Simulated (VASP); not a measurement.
A run of VASP 6.6.1 is set up as follows.

The input INCAR:

```
SYSTEM = HfB3
PREC = Accurate
ENCUT = 600
EDIFF = 1E-7
ISMEAR = 0
SIGMA = 0.1
LREAL = .FALSE.
LASPH = .TRUE.
NELM = 80
ALGO = Normal
ISIF = 3
LWAVE = .FALSE.
LCHARG = .FALSE.
GGA = PE
IBRION = 2
NSW = 100
EDIFFG = -0.01
```

The input KPOINTS:

```
regular mesh
0
G
  16 16 10
  0 0 0
```

Contents of POSCAR:

```
HfB3
1.0
    2.7898561446      0.0000000000      0.0000000000
    0.0000000000      2.7898561446      0.0000000000
    0.0000000000      0.0000000000      5.0150423010
Hf B
1 3
Direct
    0.0000000000      0.0000000000      0.0000000000
    0.0000000000      0.0000000000      0.5000000000
    0.5000000000      0.5000000000      0.6625330086
    0.5000000000      0.5000000000      0.3374669914
```

Potentials or basis: VASP PAW PBE potentials, release 64 (Hf_pv, B).

Run with:

```sh
$ cat potpaw_PBE.64/Hf_pv/POTCAR potpaw_PBE.64/B/POTCAR > POTCAR
$ mpirun -np 1 vasp_std > vasp.out
```

(1) Estimate the relaxed cell.

(2) Predict the band gap on the k mesh.

(3) Estimate the relaxed volume.

(4) Predict the space group after relaxing (to 0.1 Å).

Results:

(1) a = 2.781 Å, b = 2.781 Å, c = 5.028 Å, α = 90.00°, β = 90.00°, γ = 90.00°.

(2) zero (an odd number of electrons rules out a gap without spin polarisation).

(3) 9.72 Å³/atom.

(4) P4/mmm (No. 123).

Caveat: spin-orbit coupling is left out, which moves the levels of the heavy elements.
